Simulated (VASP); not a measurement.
Write the native input for VASP 6.6.1 that does the following.

* Task: single point
* Functional: LDA
* Potentials or basis: VASP PAW LDA potentials, release 64 (Zn, Se)
* Cutoff: 520 eV
* k mesh: 8 × 8 × 8
* Occupations: gaussian, width 0.01 eV
* Spin: non-collinear spin, zero start, spin-orbit coupling
* Starting moments: [[0.0, 0.0, 0.0], [0.0, 0.0, 0.0]] μB
* Dipole correction: no
* Further INCAR settings: ALGO = Normal; EDIFF = 1e-07; NBANDS = 30

The structure of ZnSe lies in POSCAR:

```
ZnSe
1.0
    0.0000000000      2.7837585820      2.7837585820
    2.7837585820      0.0000000000      2.7837585820
    2.7837585820      2.7837585820      0.0000000000
Zn Se
1 1
Direct
    0.0000000000      0.0000000000      0.0000000000
    0.7500000000      0.7500000000      0.7500000000
```

These files were run (other wordings do the same):

INCAR

```
SYSTEM = ZnSe
ALGO = Normal
EDIFF = 1E-7
ENCUT = 520
GGA_COMPAT = .FALSE.
ISIF = 2
ISMEAR = 0
LASPH = .TRUE.
LCHARG = .FALSE.
LNONCOLLINEAR = .TRUE.
LORBIT = 11
LORBMOM = .TRUE.
LREAL = .FALSE.
LSORBIT = .TRUE.
LWAVE = .FALSE.
MAGMOM = 0 0 0 0 0 0
NBANDS = 30
NELM = 150
PREC = Accurate
SIGMA = 0.01
```

KPOINTS

```
k-points
0
G
  8 8 8
  0 0 0
```

Potentials or basis: VASP PAW LDA potentials, release 64 (Zn, Se).

Launch:

```sh
$ cat potpaw_LDA.64/Zn/POTCAR potpaw_LDA.64/Se/POTCAR > POTCAR
$ mpirun -np 1 vasp_ncl > vasp.out
```

It gave:

```json
{
  "Pressure": "0.4 GPa",
  "Net moment": "0.00 μB per cell",
  "Valence electrons inside the program's atomic spheres": "Zn 10.85; Se 3.92"
}
```

Run time: 64 s on 1 thread of Intel(R) Xeon(R) 6975P-C (Granite Rapids), with other jobs on the host, peak memory 0.28 GiB.
